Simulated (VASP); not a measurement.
# Au (Fm-3m) in VASP: relaxation of cell and atoms with LDA

Aim: the relaxation of cell and atoms of Au with LDA.

Program: VASP 6.6.1. These are calculated values, not measurements. Logs are shortened: lines on timing, memory, paths and dates and some standing lists are left out, and cuts for length are marked.

## 1. The cell of the first run

The structure is cubic, space group Fm-3m (No. 225). Conventional cell: a = 4.070 Å, b = 4.070 Å, c = 4.070 Å, α = 90.00°, β = 90.00°, γ = 90.00°. Au (site symmetry m-3m) has 12 Au at 2.88 Å within 3.8 Å.

## 2. Relaxation of cell and atoms, LDA

Input file INCAR:

```
SYSTEM = Au
PREC     = Accurate       ! precision mode
ENCUT    = 500            ! plane-wave cutoff, eV
EDIFF    = 1E-7           ! SCF threshold, eV
ISMEAR   = -1             ! smearing method
SIGMA    = 0.05           ! smearing width, eV
LREAL    = .False.        ! projectors in reciprocal space
LASPH    = .True.         ! aspherical terms in the spheres
NELM     = 120            ! most SCF steps
ALGO     = Normal         ! electronic algorithm
ISIF     = 3              ! what is computed and relaxed
LWAVE    = .False.        ! write WAVECAR
LCHARG   = .False.        ! write CHGCAR
IBRION   = 2              ! ionic algorithm
NSW      = 60             ! ionic steps
EDIFFG   = -0.03          ! ionic threshold
GGA_COMPAT= .False.      
NELMIN   = 4
```

Input file KPOINTS:

```
Automatic mesh
0
Gamma
  9 9 9
  0 0 0
```

Input file POSCAR:

```
Au
1.0
    0.0000000000      2.0350000000      2.0350000000
    2.0350000000      0.0000000000      2.0350000000
    2.0350000000      2.0350000000      0.0000000000
Au
1
Direct
    0.0000000000      0.0000000000      0.0000000000
```

Potentials or basis: VASP PAW LDA potentials, release 64 (Au).

Started as:

```sh
> cat potpaw_LDA.64/Au/POTCAR > POTCAR
> mpirun -np 1 vasp_std > vasp.out
```

OUTCAR:

```text
SYSTEM = Au
   PREC = Accurate
   ENCUT = 500
   EDIFF = 1E-7
   ISMEAR = -1
   LREAL = .False.
   LASPH = .True.
   NELM = 120
   ISIF = 3
   IBRION = 2
   NSW = 60
   EDIFFG = -0.03
   NELMIN = 4

 ion  position               nearest neighbor table
   1  0.000  0.000  0.000-

  LATTYP: Found a face centered cubic cell.
 ALAT       =     4.0700000000

  Lattice vectors:

 A1 = (   0.0000000000,   2.0350000000,   2.0350000000)
 A2 = (   2.0350000000,   0.0000000000,   2.0350000000)
 A3 = (   2.0350000000,   2.0350000000,   0.0000000000)

Analysis of symmetry for initial positions (statically):
=====================================================================
 Subroutine PRICEL returns:
 Original cell was already a primitive cell.

 Routine SETGRP: Setting up the symmetry group for a
 face centered cubic supercell.

 Subroutine GETGRP returns: Found 48 space group operations
 (whereof 48 operations were pure point group operations)
 out of a pool of 48 trial point group operations.

The static configuration has the point symmetry O_h .

Analysis of symmetry for dynamics (positions and initial velocities):
=====================================================================
 Subroutine PRICEL returns:
 Original cell was already a primitive cell.

 Routine SETGRP: Setting up the symmetry group for a
 face centered cubic supercell.

 Subroutine GETGRP returns: Found 48 space group operations
 (whereof 48 operations were pure point group operations)
 out of a pool of 48 trial point group operations.

The dynamic configuration has the point symmetry O_h .

 Subroutine INISYM returns: Found 48 space group operations
 (whereof 48 operations are pure point group operations),
 and found     1 'primitive' translations

----------------------------------------------------------------------------------------

                                     Primitive cell

  volume of cell :      16.8548

  direct lattice vectors                    reciprocal lattice vectors
     0.000000000  2.035000000  2.035000000    -0.245700246  0.245700246  0.245700246
     2.035000000  0.000000000  2.035000000     0.245700246 -0.245700246  0.245700246
     2.035000000  2.035000000  0.000000000     0.245700246  0.245700246 -0.245700246

  length of vectors
     2.877924599  2.877924599  2.877924599     0.425565309  0.425565309  0.425565309

  position of ions in fractional coordinates (direct lattice)
     0.000000000  0.000000000  0.000000000

  ion indices of the primitive-cell ions
   primitive index   ion index
                 1           1
[... 81 lines left out ...]
   TEBEG  =    0.0;   TEEND  =   0.0 temperature during run
   PSTRESS=    0.0 pullay stress
   NELECT =      11.0000    total number of electrons
   NUPDOWN=      -1.0000    fix difference up-down
   EMIN   =  10.00;   EMAX   =-10.00  energy-range for DOS
   EFERMI =   0.00;   METHOD = LEGACY
   ISMEAR =    -1;   SIGMA  =   0.05  broadening in eV -4-tet -1-fermi 0-gaus
   EFERMI_NEDOS =   21; number of points for ismear=-14 and -15
   IALGO  =     38    algorithm
   IMIX   =      4    mixing-type and parameters
     AMIX     =   0.40;   BMIX     =  1.00
     AMIX_MAG =   1.60;   BMIX_MAG =  1.00
  volume/ion in A,a.u.               =      16.85       113.74
  Fermi-wavevector in a.u.,A,eV,Ry     =   1.420032  2.683470 27.436005  2.016489
  Thomas-Fermi vector in A             =   2.540990
   LORBIT       =      0    0 simple, 1 ext, 2 COOP (PROOUT), +10 PAW based schemes
   GGA     = CA    functional components
   LHFCALC =     F    Hartree Fock is set to
   AEXX    =    0.0000 exact exchange contribution
   IVDW    =     0    specifies the selected vdW correction
   LEPSILON=     F    determine dielectric tensor
   LRPA    =     F    only Hartree local field effects (RPA)
 conjugate gradient relaxation of ions
 non-spin polarized calculation
  energy-cutoff  :      500.00
  volume of cell :       16.85
 maximum number of plane-waves:       440
 NGX is ok and might be reduce to    24
   NGX = 11   NGY = 11   NGZ = 11

--------------------------------------- Ionic step        1  -------------------------------------------

 number of electron      10.9999999 magnetization

 Free energy of the ion-electron system (eV)
  ---------------------------------------------------
  ext. energy  EPLUGINS =         0.00000000
  ---------------------------------------------------
  free energy    TOTEN  =        -4.46852872 eV

  energy without entropy =       -4.46803004  energy(sigma->0) =       -4.46827938

------------------------ aborting loop because EDIFF is reached ----------------------------------------

  FORCE on cell =-STRESS in cart. coord.  units (eV):
  Direction    XX          YY          ZZ          XY          YZ          ZX
  --------------------------------------------------------------------------------------
  -------------------------------------------------------------------------------------
  Total       -0.2797487     -0.2797487     -0.2797487     -0.0000000     -0.0000000      0.0000000
  in kB      -26.5922749    -26.5922749    -26.5922749     -0.0000000     -0.0000000      0.0000000
  external PRESSURE =     -26.5922749 kB  Pullay stress =       0.0000000 kB
[... 22 lines left out ...]
--------------------------------------- Ionic step        2  -------------------------------------------

 number of electron      11.0000000 magnetization

 E-fermi :  10.0404     XC(G=0): -13.2835

 val. band max:        9.7724615179   @ k =   0.4444   0.3333   0.0000
 cond. band min:      10.0884995489   @ k =   0.4444   0.4444   0.0000
 fundamental gap:      0.3160380311
 Fermi energy:        10.0403630829

 k-point     1 :       0.0000    0.0000    0.0000
  band No.  band energies     occupation
      1      -0.2877      2.00000
      2       5.1925      2.00000
      3       5.1925      2.00000
      4       5.1925      2.00000
      5       6.8759      2.00000
      6       6.8759      2.00000
      7      24.5885      0.00000
      8      28.8398      0.00000
      9      28.8398      0.00000
[... 310 lines left out ...]
--------------------------------------- Ionic step        3  -------------------------------------------

 number of electron      10.9999999 magnetization

 Free energy of the ion-electron system (eV)
  ---------------------------------------------------
  ext. energy  EPLUGINS =         0.00000000
  ---------------------------------------------------
  free energy    TOTEN  =        -4.47053976 eV

  energy without entropy =       -4.47001629  energy(sigma->0) =       -4.47027803

 E-fermi :   9.6338     XC(G=0): -13.1280

 val. band max:        9.3102908752   @ k =   0.4444   0.3333   0.0000
 cond. band min:       9.6866009374   @ k =   0.4444   0.4444   0.0000
 fundamental gap:      0.3763100622
 Fermi energy:         9.6337822367

 k-point     1 :       0.0000    0.0000    0.0000
  band No.  band energies     occupation
      1      -0.4664      2.00000
      2       4.8739      2.00000
      3       4.8739      2.00000
      4       4.8739      2.00000
      5       6.4809      2.00000
      6       6.4809      2.00000
      7      24.1673      0.00000
      8      28.2633      0.00000
      9      28.2633      0.00000
[... 304 lines left out ...]
  FREE ENERGIE OF THE ION-ELECTRON SYSTEM (eV)
  ---------------------------------------------------
  free  energy   TOTEN  =        -4.4705397610 eV

  energy  without entropy=       -4.4700162914  energy(sigma->0) =       -4.47027803

 reached required accuracy - stopping structural energy minimisation
```

It took 4.9 s on 1 thread of Intel Xeon 6975P-C (Granite Rapids), shared host; peak memory 0.14 GiB.

What came out:

```
Free energy                           : -4.4705 eV
Relaxed volume                        : 16.62 Å³/atom
Relaxed cell                          : a = 2.864 Å, b = 2.864 Å, c = 2.864 Å, α = 60.00°, β = 60.00°, γ = 60.00°
Space group after relaxing (to 0.1 Å) : Fm-3m (No. 225)
Energy gained by relaxing             : 2.0 meV/atom
Ionic steps                           : 3
Pressure after relaxing               : 0.0 GPa
Band gap on the k mesh                : zero (an odd number of electrons rules out a gap without spin polarisation)
```

Step by step:
| step | energy change (eV) | largest force (eV/Å) | pressure (GPa) | volume (Å³) |
| --- | --- | --- | --- | --- |
| 1 | 0.0000 | 0.0000 | -2.66 | 16.85 |
| 2 | 0.0053 | 0.0000 | 5.55 | 16.18 |
| 3 | -0.0020 | 0.0000 | -0.03 | 16.62 |

Final structure:
```xyz
1
Lattice="0.0000 2.0254 2.0254 2.0254 0.0000 2.0254 2.0254 2.0254 0.0000" Properties=species:S:1:pos:R:3 pbc="T T T"
Au    0.0000    0.0000    0.0000
```

Caveat: spin-orbit coupling is left out, which moves the levels of the heavy elements.

The gap in the log of VASP goes by the Fermi energy; the results here count the filled bands.